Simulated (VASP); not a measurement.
A run of VASP 6.6.1 is set up as follows.

The input POSCAR:

```
AlN
1.0
   -0.0578990474      2.1925236575      2.1925236575
    2.1925236575     -0.0578990474      2.1925236575
    2.1925236575      2.1925236575     -0.0578990474
Al N
1 1
Direct
   -0.0015609321     -0.0015609321     -0.0015609321
    0.2515609321      0.2515609321      0.2515609321
```

INCAR.step1

```
SYSTEM = AlN
PREC = Accurate
ENCUT = 500
EDIFF = 1E-8
ISMEAR = 0
SIGMA = 0.01
LREAL = .FALSE.
LASPH = .TRUE.
NELM = 80
ALGO = Normal
LWAVE = .TRUE.
LCHARG = .FALSE.
GGA = PE
```

The input INCAR.step2:

```
SYSTEM = AlN
PREC = Accurate
ENCUT = 500
EDIFF = 1E-8
ISMEAR = 0
SIGMA = 0.01
LREAL = .FALSE.
LASPH = .TRUE.
NELM = 1
ALGO = Exact
LWAVE = .TRUE.
LCHARG = .FALSE.
GGA = PE
NBANDS = 95
LOPTICS = .TRUE.
ISTART = 1
```

Contents of INCAR.step3:

```
SYSTEM = AlN
PREC = Accurate
ENCUT = 500
EDIFF = 1E-8
ISMEAR = 0
SIGMA = 0.01
LREAL = .FALSE.
LASPH = .TRUE.
ALGO = EVGW0
LWAVE = .FALSE.
LCHARG = .FALSE.
GGA = PE
NELMGW = 1
NBANDS = 95
ENCUTGW = 150.0
NOMEGA = 96
PRECFOCK = Fast
ISTART = 1
NBANDSGW = 12
OMEGAMAX = 20
```

File KPOINTS:

```
regular mesh
0
G
  6 6 6
  0 0 0
```

Potentials or basis: VASP PAW PBE potentials, release 64 (Al_GW, N_GW).

Command:

```sh
$ cat potpaw_PBE.64/Al_GW/POTCAR potpaw_PBE.64/N_GW/POTCAR > POTCAR
$ cp INCAR.step1 INCAR
$ mpirun -np 1 vasp_std > vasp.out
$ cp INCAR.step2 INCAR
$ mpirun -np 1 vasp_std > vasp.out
$ cp INCAR.step3 INCAR
$ mpirun -np 1 vasp_std > vasp.out
```

**Question.** Estimate the quasiparticle gap.

**Answer.** 4.31 eV.

**Question.** What does it give for the least direct quasiparticle gap?

**Answer.** 5.02 eV.

**Question.** Estimate the least direct gap of the starting levels on the mesh.

**Answer.** 3.52 eV.

**Question.** Predict the band gap of the starting levels on the mesh.

**Answer.** 3.07 eV.

Caveat: the k points lie up to 0.40 Å⁻¹ apart; bands, screening cutoff and mesh are small and nothing is extrapolated, so the quasiparticle values aren't converged; the structure was generated, so it needn't be the stable form of AlN.
